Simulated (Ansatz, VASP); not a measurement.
**Ta2N: VASP beside Ansatz**

```
Ta N
1.0
     3.14315    0.00000    0.00000
    -1.57158    2.72205    0.00000
     0.00000    0.00000    4.78482
Ta N
2 1
Direct
  0.66667 0.33333 0.74669
  0.33333 0.66667 0.25331
  0.00000 0.00000 0.00000
```

Alike in both runs: task single point; functional LDA; k mesh 18 × 18 × 10; occupations gaussian, width 0.15 eV; no spin polarisation.

```csv
,VASP,Ansatz
version,VASP 6.6.1,Ansatz 0.2.0
potentials or method,"VASP PAW LDA potentials, release 64 (Ta_pv, N), cutoff 520 eV","scalar-relativistic, plane waves, PAW"
valence electrons in the cell,27,31
```

|  | VASP | Ansatz | Ansatz less VASP |
| --- | --- | --- | --- |
| gap on the k mesh at the Fermi level (eV) | none | none | - |
| pressure (GPa) | -13.3 | -14.5 | -1.28 |
| traceless stress, the component that is largest in VASP (GPa) | 3.57 | 3.65 | +0.079 |
| rms of the force components (eV/Å) | 0.218 | 0.237 | +0.0199 |

Ansatz warns that its potentials were made for another functional, while VASP's fit it. LDA's correlation is that of Perdew and Zunger in VASP and of Perdew and Wang (1992) in Ansatz. Atom by atom the forces differ by 0.020 eV/Å (rms over components). A gap of «none» marks a metal or a gap that the smearing closes. VASP's potentials hold 27 valence electrons a cell and Ansatz's 31, so a difference there can come from the potentials and not from the codes.

Neither program's run includes spin-orbit coupling.
